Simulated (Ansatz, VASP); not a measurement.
# CsLaO3: VASP beside Ansatz

Contents of INCAR:

```
ALGO = Normal
EDIFF = 1E-6
ENCUT = 520
GGA = CA
ISIF = 2
ISMEAR = 1
LASPH = T
LCHARG = T
LELF = T
LREAL = F
LVHAR = T
LWAVE = F
NBANDS = 27
NELM = 60
PREC = Accurate
SIGMA = 0.05
```

Contents of KPOINTS:

```
k-points
0
Gamma
  5 5 5
```

Contents of POSCAR:

```
CsLaO3
1.0
    4.7653500000      0.0000000000      0.0000000000
    0.0000000000      4.7653500000      0.0000000000
    0.0000000000      0.0000000000      4.7653500000
Cs La O
1 1 3
Direct
    0.0000000000      0.0000000000      0.0000000000
    0.5000000000      0.5000000000      0.5000000000
    0.5000000000      0.5000000000     -0.0209848175
    0.5000000000      0.0000000000      0.5000000000
    0.0000000000      0.5000000000      0.5000000000
```

Input for Ansatz:

```yaml
crystal:
  lattice:
    - [4.76535, 0.0, 0.0]
    - [0.0, 4.76535, 0.0]
    - [0.0, 0.0, 4.76535]
  atoms:
    - { symbol: Cs, position: [0.0, 0.0, 0.0] }
    - { symbol: La, position: [0.5, 0.5, 0.5] }
    - { symbol: O, position: [0.5, 0.5, -0.02098481748454993] }
    - { symbol: O, position: [0.5, 0.0, 0.5] }
    - { symbol: O, position: [0.0, 0.5, 0.5] }
kpoints:
  mp_grid:
    grid: [5, 5, 5]
hamiltonian:
  xc: lda
scf:
  convergence:
    dr2_threshold: 1.0e-09
  occupations:
    method: cold
    width: 0.05
output:
  forces: true
```

Alike in both runs: task single point; functional LDA; k mesh 5 × 5 × 5; no spin polarisation.

|  | VASP | Ansatz |
| --- | --- | --- |
| version | VASP 6.6.1 | Ansatz 0.2.0 |
| potentials or method | VASP PAW LDA potentials, release 64 (Cs_sv, La, O) | plane waves, PAW |
| plane-wave cutoff (eV) | 520 | 420 |
| occupations | methfessel-paxton of order 1, width 0.05 eV | cold, width 0.05 eV |
| valence electrons in the cell | 38 | 38 |

|  | VASP | Ansatz | Ansatz less VASP |
| --- | --- | --- | --- |
| rms of the force components (eV/Å) | 0.108 | 0.110 | +0.0022 |

LDA's correlation is that of Perdew and Zunger in VASP and of Perdew and Wang (1992) in Ansatz. Atom by atom the forces differ by 0.003 eV/Å (rms over components).

Neither program's run includes spin-orbit coupling.
